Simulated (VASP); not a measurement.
# TaN (P-6m2) in VASP: a series of runs, part 2 of 2

VASP 6.6.1. Earlier steps stand in the parts before.

### 4 Single point, LDA

Contents of INCAR:

```
PREC = Accurate ; ENCUT = 520
EDIFF = 1E-6 ; ISMEAR = -1
SIGMA = 0.02 ; LREAL = False
LASPH = True ; NELM = 100
ALGO = Normal ; ISIF = 2
LWAVE = False ; LCHARG = False
GGA = CA ; NBANDS = 15
```

Contents of KPOINTS:

```
Automatic mesh
0
Gamma
  9 9 8
```

Contents of POSCAR:

```
TaN
1.0
    2.9380000000      0.0000000000      0.0000000000
   -1.4690000000      2.5443826363      0.0000000000
    0.0000000000      0.0000000000      2.8830000000
Ta N
1 1
Direct
    0.3333333155      0.6666666310      0.5000000000
    0.0000000000      0.0000000000      0.0000000000
```

Potentials or basis: VASP PAW LDA potentials, release 64 (Ta_pv, N).

Started as:

```sh
$ cat potpaw_LDA.64/Ta_pv/POTCAR potpaw_LDA.64/N/POTCAR > POTCAR
$ mpirun -np 1 vasp_std > vasp.out
```

OUTCAR:

```text
PREC = Accurate
   ENCUT = 520
   EDIFF = 1E-6
   ISMEAR = -1
   LREAL = False
   LASPH = True
   NELM = 100
   ISIF = 2
   GGA = CA

 ion  position               nearest neighbor table
   1  0.333  0.667  0.500-   2 2.23   2 2.23   2 2.23   2 2.23   2 2.23   2 2.23
   2  0.000  0.000  0.000-   1 2.23   1 2.23   1 2.23   1 2.23   1 2.23   1 2.23

  LATTYP: Found a hexagonal cell.
 ALAT       =     2.9380000000
 C/A-ratio  =     0.9812797822

  Lattice vectors:

 A1 = (   2.9380000000,   0.0000000000,   0.0000000000)
 A2 = (  -1.4690000000,   2.5443826363,   0.0000000000)
 A3 = (   0.0000000000,   0.0000000000,   2.8830000000)

Analysis of symmetry for initial positions (statically):
=====================================================================
 Subroutine PRICEL returns:
 Original cell was already a primitive cell.

 Routine SETGRP: Setting up the symmetry group for a
 hexagonal supercell.

 Subroutine GETGRP returns: Found 12 space group operations
 (whereof 12 operations were pure point group operations)
 out of a pool of 24 trial point group operations.

The static configuration has the point symmetry D_3h.
[... 165 lines left out ...]
 fundamental gap:      0.1167437333
 Fermi energy:         8.1578764542

 k-point     1 :       0.0000    0.0000    0.0000
  band No.  band energies     occupation
      1     -26.5231      2.00000
      2     -26.2579      2.00000
      3     -26.2579      2.00000
      4      -9.4288      2.00000
      5       3.5634      2.00000
      6       3.5634      2.00000
      7       3.9107      2.00000
      8       5.2345      2.00000
      9      10.4740      0.00000
     10      11.6874      0.00000
     11      11.6874      0.00000
     12      12.0384      0.00000
     13      12.0384      0.00000
     14      20.4919      0.00000
[... 401 lines left out ...]
      2     -26.9237      2.00000
      3     -26.4817      2.00000
      4      -6.7806      2.00000
      5       1.0734      2.00000
      6       1.9774      2.00000
      7       2.6533      2.00000
      8       7.7008      2.00000
      9      10.0054      0.00000
     10      10.5071      0.00000
     11      11.2282      0.00000
     12      15.1913      0.00000
     13      19.7599      0.00000
     14      20.5417      0.00000
     15      21.9187      0.00000

 [... further k-points ...]
[... 5 lines left out ...]
  --------------------------------------------------------------------------------------
  -------------------------------------------------------------------------------------
  Total       -1.2754285     -1.2754285     -1.4078423     -0.0000000     -0.0000000      0.0000000
  in kB      -94.8173577    -94.8173577   -104.6612086     -0.0000000     -0.0000000      0.0000000
  external PRESSURE =     -98.0986414 kB  Pullay stress =       0.0000000 kB

 VOLUME and BASIS-vectors are now :
 -----------------------------------------------------------------------------
  energy-cutoff  :      520.00
  volume of cell :       21.55
      direct lattice vectors                 reciprocal lattice vectors
     2.938000000  0.000000000  0.000000000     0.340367597  0.196511324  0.000000000
    -1.469000000  2.544382636  0.000000000     0.000000000  0.393022648  0.000000000
     0.000000000  0.000000000  2.883000000     0.000000000  0.000000000  0.346860909

 POSITION                                       TOTAL-FORCE (eV/Angst)
 -----------------------------------------------------------------------------------
      0.00000      1.69626      1.44150         0.000000      0.000000      0.000000
      0.00000      0.00000      0.00000        -0.000000      0.000000      0.000000
 -----------------------------------------------------------------------------------
    total drift:                                0.000000      0.000019      0.000000

  FREE ENERGIE OF THE ION-ELECTRON SYSTEM (eV)
  ---------------------------------------------------
  free  energy   TOTEN  =       -24.7010700982 eV

  energy  without entropy=      -24.7009238125  energy(sigma->0) =      -24.70099696
```

It took 12 s on 1 thread of Intel Xeon Platinum 8259CL at 2.50GHz (Skylake/Cascade Lake), shared host; peak memory 0.14 GiB.

Results:

```yaml
Free_energy: -24.7011 eV
Pressure: -9.8 GPa
Band_gap_on_the_k_mesh: zero (band 8 reaches 8.25 eV, above the bottom of band 9 at 7.99 eV)
```

Stress tensor (GPa, compression positive):
```
 -9.48   0.00   0.00
  0.00  -9.48   0.00
  0.00   0.00 -10.47
```

Levels at points of the mesh, in eV from the Fermi level:
| k point | band 6 | band 7 | band 8 | band 9 | band 10 | band 11 |
| --- | --- | --- | --- | --- | --- | --- |
| (0.00, 0.00, 0.00) | -4.59 | -4.25 | -2.92 | 2.32 | 3.53 | 3.53 |
| (0.00, 0.00, 0.50) | -3.78 | -3.78 | -0.17 | -0.17 | 2.38 | 3.22 |

Caveat: spin-orbit coupling is left out, which moves the levels of the heavy elements.

### 5 Single point, LDA

Contents of INCAR:

```
PREC = Accurate
ENCUT = 520
EDIFF = 1E-6
ISMEAR = -1
SIGMA = 0.02
LREAL = False
LASPH = True
NELM = 80
ALGO = Normal
ISIF = 2
LWAVE = False
LCHARG = False
GGA = CA
NBANDS = 15
```

KPOINTS is that of step 4.

Contents of POSCAR:

```
TaN
1.0
    2.9380000000      0.0000000000      0.0000000000
   -1.4690000000      2.5443826363      0.0000000000
    0.0000000000      0.0000000000      2.8830000000
Ta N
1 1
Direct
    0.4999999375      0.4999998750      0.5000000000
   -0.1666666220      0.1666667560      0.0000000000
```

Started as:

```sh
$ cat potpaw_LDA.64/Ta_pv/POTCAR potpaw_LDA.64/N/POTCAR > POTCAR
$ mpirun -np 1 vasp_std > vasp.out
```

Wall time 19 s (1 thread of Intel Xeon Platinum 8259CL at 2.50GHz (Skylake/Cascade Lake), shared host); peak memory 0.14 GiB.

It converged, with:

| Item | Value |
| --- | --- |
| Free energy | -24.7011 eV |
| Pressure | -9.8 GPa |
| Band gap on the k mesh | zero (band 8 reaches 8.25 eV, above the bottom of band 9 at 7.99 eV) |

Stress tensor (GPa, compression positive):
```
 -9.48   0.00   0.00
  0.00  -9.48   0.00
  0.00   0.00 -10.47
```

Levels at points of the mesh, in eV from the Fermi level:
```tsv
k point	band 5	band 6	band 7	band 8	band 9	band 10	band 11	band 12
(0.00, 0.00, 0.00)	-4.59	-4.59	-4.25	-2.92	2.32	3.53	3.53	3.88
(0.00, 0.00, 0.50)	-9.35	-3.78	-3.78	-0.17	-0.17	2.38	3.22	3.22
```

Caveat: spin-orbit coupling is left out, which moves the levels of the heavy elements.
